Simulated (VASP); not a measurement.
SnO2, 6 atoms in the cell. The typed cell holds 6 atoms: a = 4.722 Å, b = 4.723 Å, c = 3.190 Å, α = 90.00°, β = 90.00°, γ = 90.00°. 

```yaml
Program: VASP 6.6.1
Task: single point
Functional: LDA
Potentials_or_basis: VASP PAW LDA potentials, release 64 (Sn_d, O)
Cutoff: 520 eV
k_mesh: 6 × 6 × 8
Occupations: gaussian, width 0.02 eV
Spin: no spin polarisation
Dipole_correction: no
Further_INCAR_settings: ALGO = Normal; EDIFF = 1e-06; NBANDS = 35
```

Potentials or basis: VASP PAW LDA potentials, release 64 (Sn_d, O).

Command:

```sh
$ cat potpaw_LDA.64/Sn_d/POTCAR potpaw_LDA.64/O/POTCAR > POTCAR
$ mpirun -np 1 vasp_std > vasp.out
```

Hardware: 1 thread of Intel(R) Xeon(R) Platinum 8259CL CPU @ 2.50GHz (Skylake/Cascade Lake) (shared host).

Task: Estimate the wall time of this run.

Result: Run time: 2.3 min on 1 thread of Intel(R) Xeon(R) Platinum 8259CL CPU @ 2.50GHz (Skylake/Cascade Lake), on a shared host, peak memory 0.26 GiB. Counts: scf iterations 14, k points 80.
